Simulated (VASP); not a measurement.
# GdN (Fm-3m) in VASP: single point with PBE

Aim: the single point of GdN with PBE.

All numbers are computed with VASP 6.6.1; they aren't measurements. Logs are shortened: lines on timing, memory, paths and dates and some standing lists are left out, and cuts for length are marked.

## (1) The cell of the first run

Symmetry: Fm-3m, No. 225, cubic system. Conventional cell: a = 4.985 Å, b = 4.985 Å, c = 4.985 Å, α = 90.00°, β = 90.00°, γ = 90.00°. Within 3.3 Å of Gd (site symmetry m-3m) lie 6 N at 2.49 Å. Within 3.3 Å of N (site symmetry m-3m) lie 6 Gd at 2.49 Å.

## (2) Single point, PBE, collinear spin, ferromagnetic start

POSCAR reads:

```
GdN
1.0
    0.0000000000      2.4922853439      2.4922853439
    2.4922853439      0.0000000000      2.4922853439
    2.4922853439      2.4922853439      0.0000000000
Gd N
1 1
Direct
    0.0000000000      0.0000000000      0.0000000000
    0.5000000000      0.5000000000      0.5000000000
```

INCAR.step1 reads:

```
  PREC = Accurate
  ENCUT = 520
  EDIFF = 1E-6
  ISMEAR = 0
  SIGMA = 0.05
  LREAL = False
  LASPH = True
  NELM = 150
  ALGO = Normal
  ISIF = 2
  LWAVE = False
  LCHARG = True
  ISPIN = 2
  MAGMOM = 7.55 0
  LMAXMIX = 6
  GGA = PE
  NBANDS = 22
```

KPOINTS.step1 reads:

```
Automatic mesh
0
Gamma
  12 12 12
```

INCAR.step2 reads:

```
  PREC = Accurate
  ENCUT = 520
  EDIFF = 1E-6
  ISMEAR = -5
  SIGMA = 0.05
  LREAL = False
  LASPH = True
  NELM = 150
  ALGO = Normal
  ISIF = 2
  LWAVE = False
  LCHARG = False
  ISPIN = 2
  MAGMOM = 7.55 0
  LORBIT = 11
  LMAXMIX = 6
  GGA = PE
  NEDOS = 1001
  ICHARG = 11
```

KPOINTS.step2 reads:

```
Automatic mesh
0
Gamma
  18 18 18
```

Potentials or basis: VASP PAW PBE potentials, release 64 (Gd, N).

The run is started by

```sh
$ cat potpaw_PBE.64/Gd/POTCAR potpaw_PBE.64/N/POTCAR > POTCAR
$ cp INCAR.step1 INCAR
$ cp KPOINTS.step1 KPOINTS
$ mpirun -np 1 vasp_std > vasp.out
$ cp INCAR.step2 INCAR
$ cp KPOINTS.step2 KPOINTS
$ mpirun -np 1 vasp_std > vasp.out
```

OUTCAR:

```text
PREC = Accurate
   ENCUT = 520
   EDIFF = 1E-6
   ISMEAR = -5
   LREAL = False
   LASPH = True
   NELM = 150
   ISIF = 2
   ISPIN = 2
   LORBIT = 11
   GGA = PE
   ICHARG = 11

 ion  position               nearest neighbor table
   1  0.000  0.000  0.000-   2 2.49   2 2.49   2 2.49   2 2.49   2 2.49   2 2.49
   2  0.500  0.500  0.500-   1 2.49   1 2.49   1 2.49   1 2.49   1 2.49   1 2.49

  LATTYP: Found a face centered cubic cell.
 ALAT       =     4.9845706878

  Lattice vectors:

 A1 = (   0.0000000000,   2.4922853439,   2.4922853439)
 A2 = (   2.4922853439,   0.0000000000,   2.4922853439)
 A3 = (   2.4922853439,   2.4922853439,   0.0000000000)

Analysis of symmetry for initial positions (statically):
=====================================================================
 Subroutine PRICEL returns:
 Original cell was already a primitive cell.

 Routine SETGRP: Setting up the symmetry group for a
 face centered cubic supercell.

 Subroutine GETGRP returns: Found 48 space group operations
 (whereof 48 operations were pure point group operations)
 out of a pool of 48 trial point group operations.

The static configuration has the point symmetry O_h .

Analysis of symmetry for dynamics (positions and initial velocities):
=====================================================================
 Subroutine PRICEL returns:
 Original cell was already a primitive cell.

 Routine SETGRP: Setting up the symmetry group for a
 face centered cubic supercell.

 Subroutine GETGRP returns: Found 48 space group operations
 (whereof 48 operations were pure point group operations)
 out of a pool of 48 trial point group operations.

The dynamic configuration has the point symmetry O_h .

Analysis of structural, dynamic, and magnetic symmetry:
=====================================================================
 Subroutine PRICEL returns:
 Original cell was already a primitive cell.

 Routine SETGRP: Setting up the symmetry group for a
 face centered cubic supercell.

 Subroutine GETGRP returns: Found 48 space group operations
 (whereof 48 operations were pure point group operations)
 out of a pool of 48 trial point group operations.

The overall configuration has the point symmetry O_h .

 Subroutine INISYM returns: Found 48 space group operations
 (whereof 48 operations are pure point group operations),
 and found     1 'primitive' translations

----------------------------------------------------------------------------------------

                                     Primitive cell

  volume of cell :      30.9616

  direct lattice vectors                    reciprocal lattice vectors
     0.000000000  2.492285344  2.492285344    -0.200619083  0.200619083  0.200619083
     2.492285344  0.000000000  2.492285344     0.200619083 -0.200619083  0.200619083
     2.492285344  2.492285344  0.000000000     0.200619083  0.200619083 -0.200619083

  length of vectors
     3.524623735  3.524623735  3.524623735     0.347482445  0.347482445  0.347482445

  position of ions in fractional coordinates (direct lattice)
     0.000000000  0.000000000  0.000000000
     0.500000000  0.500000000  0.500000000

  ion indices of the primitive-cell ions
   primitive index   ion index
                 1           1
                 2           2

----------------------------------------------------------------------------------------

 KPOINTS: Automatic mesh

Automatic generation of k-mesh.
 Grid dimensions read from file:
 generate k-points for:   18   18   18

 Generating k-lattice:

  Cartesian coordinates                     Fractional coordinates (reciprocal lattice)
    -0.011145505  0.011145505  0.011145505     0.055555556  0.000000000  0.000000000
     0.011145505 -0.011145505  0.011145505     0.000000000  0.055555556  0.000000000
     0.011145505  0.011145505 -0.011145505     0.000000000  0.000000000  0.055555556

  Length of vectors
     0.019304580  0.019304580  0.019304580

  Shift w.r.t. Gamma in fractional coordinates (k-lattice)
     0.000000000  0.000000000  0.000000000

 TETIRR: Found    806 inequivalent tetrahedra from    34992

 Subroutine IBZKPT returns following result:
 ===========================================

 Found    195 irreducible k-points:

 Following reciprocal coordinates:
            Coordinates               Weight
  0.000000  0.000000  0.000000      1.000000
  0.055556  0.000000  0.000000      8.000000
  0.111111  0.000000  0.000000      8.000000
  0.166667  0.000000  0.000000      8.000000
  0.222222  0.000000  0.000000      8.000000
  0.277778  0.000000  0.000000      8.000000
[... 16 lines left out ...]
 -0.277778  0.055556  0.000000     24.000000
 -0.222222  0.055556  0.000000     24.000000
 [... further k-points ...]
   k-points           NKPTS =    195   k-points in BZ     NKDIM =    195   number of bands    NBANDS=     19
   number of dos      NEDOS =   1001   number of ions     NIONS =      2
   total plane-waves  NPLWV =  21952
   dimension x,y,z NGX =    28 NGY =   28 NGZ =   28
   dimension x,y,z NGXF=    56 NGYF=   56 NGZF=   56
   ions per type =               1   1
   NGX,Y,Z   is equivalent  to a cutoff of  13.21, 13.21, 13.21 a.u.
   NGXF,Y,Z  is equivalent  to a cutoff of  26.41, 26.41, 26.41 a.u.
 SYSTEM =  unknown system
   PREC   = accura    normal or accurate (medium, high low for compatibility)
   ISTART =      0    job   : 0-new  1-cont  2-samecut
   ICHARG =     11    charge: 1-file 2-atom 10-const
   ISPIN  =      2    spin polarized calculation?
   LNONCOLLINEAR =      F non collinear calculations
   LSORBIT =      F    spin-orbit coupling
   LASPH  =      T    aspherical Exc in radial PAW
   ENCUT  =  520.0 eV  38.22 Ry    6.18 a.u.   6.55  6.55  6.55*2*pi/ulx,y,z
   NELM   =    150;   NELMIN=  2; NELMDL=  0     # of ELM steps
   EDIFF  = 0.1E-05   stopping-criterion for ELM
   LREAL  =      F    real-space projection
   EDIFFG = 0.1E-04   stopping-criterion for IOM
   NSW    =      0    number of steps for IOM
   IBRION =     -1    ionic relax: 0-MD 1-quasi-New 2-CG
   NFREE  =      0    steps in history (QN), initial steepest desc. (CG)
   ISIF   =      2    stress and relaxation
   ISYM   =      2    0-nonsym 1-usesym 2-fastsym
   POTIM  = 0.5000    time-step for ionic-motion
   TEBEG  =    0.0;   TEEND  =   0.0 temperature during run
   PSTRESS=    0.0 pullay stress
   NELECT =      23.0000    total number of electrons
   NUPDOWN=      -1.0000    fix difference up-down
   EMIN   =  10.00;   EMAX   =-10.00  energy-range for DOS
   EFERMI =   0.00;   METHOD = LEGACY
   ISMEAR =    -5;   SIGMA  =   0.05  broadening in eV -4-tet -1-fermi 0-gaus
   EFERMI_NEDOS =   21; number of points for ismear=-14 and -15
   IALGO  =     38    algorithm
   IMIX   =      4    mixing-type and parameters
     AMIX     =   0.40;   BMIX     =  1.00
     AMIX_MAG =   1.60;   BMIX_MAG =  1.00
  volume/ion in A,a.u.               =      15.48       104.47
  Fermi-wavevector in a.u.,A,eV,Ry     =   1.482665  2.801830 29.909623  2.198295
  Thomas-Fermi vector in A             =   2.596423
   LORBIT       =     11    0 simple, 1 ext, 2 COOP (PROOUT), +10 PAW based schemes
   GGA     = PE    functional components
   LHFCALC =     F    Hartree Fock is set to
   AEXX    =    0.0000 exact exchange contribution
   IVDW    =     0    specifies the selected vdW correction
   LEPSILON=     F    determine dielectric tensor
   LRPA    =     F    only Hartree local field effects (RPA)
 spin polarized calculation
 Fermi weights with tetrahedron method with Bloechl corrections
  energy-cutoff  :      520.00
  volume of cell :       30.96
 maximum number of plane-waves:       869
 NGX is ok and might be reduce to    28

 number of electron      23.0000006 magnetization       6.9999729

 Free energy of the ion-electron system (eV)
  ---------------------------------------------------
  ext. energy  EPLUGINS =         0.00000000
  ---------------------------------------------------
  free energy    TOTEN  =       -23.21628282 eV

  energy without entropy =      -23.21628282  energy(sigma->0) =      -23.21628282

 E-fermi :   3.9860     XC(G=0): -11.5822

 val. band max:        3.9616903683   @ k =  -0.0556   0.0556   0.0000
 cond. band min:       4.0149663737   @ k =   0.5000   0.4444   0.0000
 fundamental gap:      0.0532760054
 Fermi energy:         3.9859653952

 spin component 1

 k-point     1 :       0.0000    0.0000    0.0000
  band No.  band energies     occupation
      1     -39.8413      1.00000
      2     -16.8373      1.00000
      3     -16.8373      1.00000
      4     -16.8373      1.00000
      5      -9.1349      1.00000
      6       0.3099      1.00000
[... 11 lines left out ...]
     18       6.4208      0.00000
     19       7.1317      0.00000

 k-point     2 :       0.0556    0.0000    0.0000
  band No.  band energies     occupation
      1     -39.8386      1.00000
      2     -16.8782      1.00000
      3     -16.8402      1.00000
      4     -16.8402      1.00000
      5      -9.0792      1.00000
      6       0.3008      1.00000
[... 11 lines left out ...]
     18       6.5115      0.00000
     19       7.3960      0.00000

 k-point     3 :       0.1111    0.0000    0.0000
  band No.  band energies     occupation
      1     -39.8306      1.00000
      2     -16.9932      1.00000
      3     -16.8483      1.00000
      4     -16.8483      1.00000
      5      -8.9209      1.00000
      6       0.2738      1.00000
[... 434 lines left out ...]
      1     -39.7805      1.00000
      2     -17.6162      1.00000
      3     -16.9359      1.00000
      4     -16.8842      1.00000
      5      -8.0090      1.00000
      6       0.0209      1.00000
[... 11 lines left out ...]
     18       8.8099      0.00000
     19      10.0900      0.00000

 k-point    24 :      -0.2222    0.0556    0.0000
  band No.  band energies     occupation
      1     -39.7963      1.00000
      2     -17.4285      1.00000
      3     -16.9191      1.00000
      4     -16.8672      1.00000
      5      -8.2870      1.00000
      6       0.1277      1.00000
[... 11 lines left out ...]
     18       8.2514      0.00000
     19       9.4345      0.00000

 [... further k-points ...]

 spin component 2

 k-point     1 :       0.0000    0.0000    0.0000
  band No.  band energies     occupation
      1     -36.7439      1.00000
      2     -14.5911      1.00000
      3     -14.5911      1.00000
      4     -14.5911      1.00000
      5      -9.1258      1.00000
      6       3.0543      1.00000
[... 11 lines left out ...]
     18       7.2672      0.00000
     19       7.7244      0.00000

 k-point     2 :       0.0556    0.0000    0.0000
  band No.  band energies     occupation
      1     -36.7404      1.00000
      2     -14.6507      1.00000
      3     -14.5943      1.00000
      4     -14.5943      1.00000
      5      -9.0563      1.00000
      6       2.9166      1.00000
[... 11 lines left out ...]
     18       7.3970      0.00000
     19       7.9378      0.00000

 k-point     3 :       0.1111    0.0000    0.0000
  band No.  band energies     occupation
      1     -36.7301      1.00000
      2     -14.8149      1.00000
      3     -14.6035      1.00000
      4     -14.6035      1.00000
      5      -8.8628      1.00000
      6       2.5488      1.00000
[... 434 lines left out ...]
      1     -36.6652      1.00000
      2     -15.6452      1.00000
      3     -14.7085      1.00000
      4     -14.6412      1.00000
      5      -7.8349      1.00000
      6       0.7860      1.00000
[... 11 lines left out ...]
     18       9.7802      0.00000
     19      10.6699      0.00000

 k-point    24 :      -0.2222    0.0556    0.0000
  band No.  band energies     occupation
      1     -36.6856      1.00000
      2     -15.4034      1.00000
      3     -14.6895      1.00000
      4     -14.6218      1.00000
      5      -8.1359      1.00000
      6       1.2550      1.00000
[... 11 lines left out ...]
     18       9.2362      0.00000
     19       9.9994      0.00000

 [... further k-points ...]

------------------------ aborting loop because EDIFF is reached ----------------------------------------

  FORCE on cell =-STRESS in cart. coord.  units (eV):
  Direction    XX          YY          ZZ          XY          YZ          ZX
  --------------------------------------------------------------------------------------
  -------------------------------------------------------------------------------------
  Total        0.0050812      0.0050812      0.0050812      0.0000000     -0.0000000      0.0000000
  in kB        0.2629377      0.2629377      0.2629377      0.0000000     -0.0000000      0.0000000
  external PRESSURE =       0.2629377 kB  Pullay stress =       0.0000000 kB

 VOLUME and BASIS-vectors are now :
 -----------------------------------------------------------------------------
  energy-cutoff  :      520.00
  volume of cell :       30.96
      direct lattice vectors                 reciprocal lattice vectors
     0.000000000  2.492285344  2.492285344    -0.200619083  0.200619083  0.200619083
     2.492285344  0.000000000  2.492285344     0.200619083 -0.200619083  0.200619083
     2.492285344  2.492285344  0.000000000     0.200619083  0.200619083 -0.200619083

 POSITION                                       TOTAL-FORCE (eV/Angst)
 -----------------------------------------------------------------------------------
      0.00000      0.00000      0.00000         0.000000     -0.000000      0.000000
      2.49229      2.49229      2.49229        -0.000000      0.000000     -0.000000
 -----------------------------------------------------------------------------------
    total drift:                               -0.000000      0.000000      0.000000

  FREE ENERGIE OF THE ION-ELECTRON SYSTEM (eV)
  ---------------------------------------------------
  free  energy   TOTEN  =       -23.2162828234 eV

  energy  without entropy=      -23.2162828234  energy(sigma->0) =      -23.21628282

 total charge

# of ion       s       p       d       f       tot
--------------------------------------------------
    1        2.034   5.663   0.532   6.999  15.228
    2        1.250   2.384   0.000   0.000   3.633
--------------------------------------------------
tot          3.284   8.046   0.532   6.999  18.861

 magnetization (x)

# of ion       s       p       d       f       tot
--------------------------------------------------
    1       -0.005  -0.081   0.083   6.807   6.803
    2       -0.007  -0.077   0.000   0.000  -0.084
--------------------------------------------------
tot         -0.012  -0.158   0.083   6.807   6.719
```

It took 15 min on 1 thread of Intel Xeon 8259CL, shared host; peak memory 0.34 GiB.

What came out:

```
Net moment                                            : 7.00 μB per cell
Site moments                                          : Gd +6.80; N -0.08 μB
Valence electrons inside the program's atomic spheres : Gd 15.23; N 3.63
```

Caveat: spin-orbit coupling is left out, which moves the levels of the heavy elements; a cell with one magnetic atom can't hold antiferromagnetic order, which such compounds often take; semilocal functionals describe open f shells poorly, which spoils levels, moments and volumes. The state reached can hang on the start; a lower one may exist.
